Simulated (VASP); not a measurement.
Input of a VASP 6.6.1 run:

Contents of INCAR:

```
  ALGO = Normal
  EDIFF = 1E-6
  ENCUT = 520
  GGA = PE
  ISIF = 2
  ISMEAR = 0
  IVDW = 12
  LASPH = True
  LCHARG = True
  LELF = True
  LREAL = False
  LVHAR = True
  LWAVE = False
  NBANDS = 18
  NELM = 100
  PREC = Accurate
  SIGMA = 0.1
```

Contents of KPOINTS:

```
k-points
0
Gamma
  6 6 4
```

Contents of POSCAR:

```
PtS2
1.0
    3.5432000000      0.0000000000      0.0000000000
   -1.7716000000      3.0685012107      0.0000000000
    0.0000000000      0.0000000000      5.0388000000
Pt S
1 2
Direct
    0.0000000000      0.0000000000      0.0000000000
    0.3333333333      0.6666666667      0.2270000000
    0.6666666667      0.3333333333      0.7730000000
```

Potentials or basis: VASP PAW PBE potentials, release 64 (Pt, S).

Launch:

```sh
$ cat potpaw_PBE.64/Pt/POTCAR potpaw_PBE.64/S/POTCAR > POTCAR
$ mpirun -np 1 vasp_std > vasp.out
```

**Question.** Predict the band gap on the k mesh.

**Answer.** 0.98 eV, indirect (least direct gap 1.50 eV).

**Question.** Predict the pressure.

**Answer.** 7.3 GPa.

**Question.** Predict the largest force.

**Answer.** 1.248 eV/Å.

**Question.** What does it give for the dispersion energy per atom?

**Answer.** -0.423 eV.

Stress tensor (GPa, compression positive):
```
7.79 0.00 0.00
0.00 7.79 0.00
0.00 0.00 6.25
```

Caveat: spin-orbit coupling is left out, which moves the levels of the heavy elements; forces of over 1 eV/Å act on the atoms, so gaps and moduli don't describe the material at rest. A hybrid or GW would open this gap; PBE tends to underestimate it.
